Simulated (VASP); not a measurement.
Runs of VASP 6.6.1 on Al4P. The structure is that of space group P6/mmm (No. 191), or close to it. The cells are those of the table. 

| task | cell | k mesh | cutoff (eV) | gap on the mesh (eV) | pressure (GPa) | relaxed volume (Å³/atom) | largest force (eV/Å) |
| --- | --- | --- | --- | --- | --- | --- | --- |
| relaxation of cell and atoms | relaxed from a = 3.880, b = 3.880, c = 7.351 Å, angles 90.0, 90.0, 120.0°, 5 atoms | 6 × 6 × 4 | 600 | none | 0.0 | 26.67 | 0.01 |
| single point | a = 3.880, b = 3.880, c = 7.351 Å, angles 90.0, 90.0, 120.0°, 5 atoms | 6 × 6 × 4 | 520 | none | 25.4 | - | (a) |
| single point | a = 4.508, b = 4.508, c = 7.451 Å, angles 90.0, 90.0, 120.0°, 5 atoms | 12 × 12 × 6 | 520 | none | 0.0 | - | 0.01 |
| relaxation of cell and atoms | relaxed from a = 4.510, b = 4.510, c = 7.614 Å, angles 90.0, 90.0, 120.0°, 5 atoms | 12 × 12 × 6 | 600 | none | 0.0 | (b) | - |
| single point | a = 4.510, b = 4.510, c = 7.614 Å, angles 90.0, 90.0, 120.0°, 5 atoms | 6 × 6 × 4 | 520 | none | -0.1 | - | 0.03 |

Alike in all rows: level PBE; potentials or basis VASP PAW PBE potentials, release 64 (Al, P); no spin polarisation; smearing gaussian 0.1 eV.

**Question.** Estimate the missing entries.

**Answer.** (a) 0.66; (b) 26.21.

Caveats: the volume moved by over 15 % at a fixed basis, so the end points are rough (some runs).

A gap of «none» marks levels without a gap at the run's occupations.
